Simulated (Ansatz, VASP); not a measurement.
SnO2 in VASP and in Ansatz

Contents of INCAR:

```
SYSTEM = SnO2
PREC = Accurate
ENCUT = 520
EDIFF = 1E-7
ISMEAR = 0
SIGMA = 0.01
LREAL = .False.
LASPH = .True.
NELM = 80
ALGO = Normal
ISIF = 2
LWAVE = .False.
LCHARG = .False.
GGA = PE
NBANDS = 35
```

The input KPOINTS:

```
regular mesh
0
Gamma
  4 4 6
  0 0 0
```

Contents of POSCAR:

```
SnO2
1.0
    4.7288743791      0.0000000000      0.0000000000
    0.0000000000      4.7288743791      0.0000000000
    0.0000000000      0.0000000000      3.1720105117
Sn O
2 4
Direct
    0.0000000000      0.0000000000      0.0000000000
    0.5000000000      0.5000000000      0.5000000000
    0.3065852479      0.3065852479      0.0000000000
    0.1934147521      0.8065852479      0.5000000000
    0.8065852479      0.1934147521      0.5000000000
    0.6934147521      0.6934147521      0.0000000000
```

Input for Ansatz:

```yaml
crystal:
  lattice:
    - [4.7288743791, 0.0, 0.0]
    - [0.0, 4.7288743791, 0.0]
    - [0.0, 0.0, 3.1720105117]
  atoms:
    - { symbol: Sn, position: [0.0, 0.0, 0.0] }
    - { symbol: Sn, position: [0.5, 0.5, 0.5] }
    - { symbol: O, position: [0.3065852479, 0.3065852479, 0.0] }
    - { symbol: O, position: [0.1934147521, 0.8065852479, 0.5] }
    - { symbol: O, position: [0.8065852479, 0.1934147521, 0.5] }
    - { symbol: O, position: [0.6934147521, 0.6934147521, 0.0] }
kpoints:
  mp_grid: { grid: [4, 4, 6] }
hamiltonian:
  xc: pbe
scf:
  occupations: { method: fixed }
  n_extra_bands: 5
output:
  forces: true
  stress: true
  eigenvalues: true
```

Alike in both runs: task single point; functional PBE; k mesh 4 × 4 × 6; no spin polarisation.

```csv
,VASP,Ansatz
version,VASP 6.6.1,Ansatz 0.2.0
potentials or method,"VASP PAW PBE potentials, release 64 (Sn_d, O)","plane waves, PAW"
plane-wave cutoff (eV),520,420
occupations,"gaussian, width 0.01 eV",fixed
valence electrons in the cell,52,52
```

```tsv
	VASP	Ansatz	Ansatz less VASP
gap on the k mesh at the Fermi level (eV)	1.37	1.38	+0.009
pressure (GPa)	13.8	13.1	-0.73
traceless stress, the component that is largest in VASP (GPa)	2.86	2.63	-0.232
rms of the force components (eV/Å)	0.121	0.112	-0.0091
```

Atom by atom the forces differ by 0.009 eV/Å (rms over components).
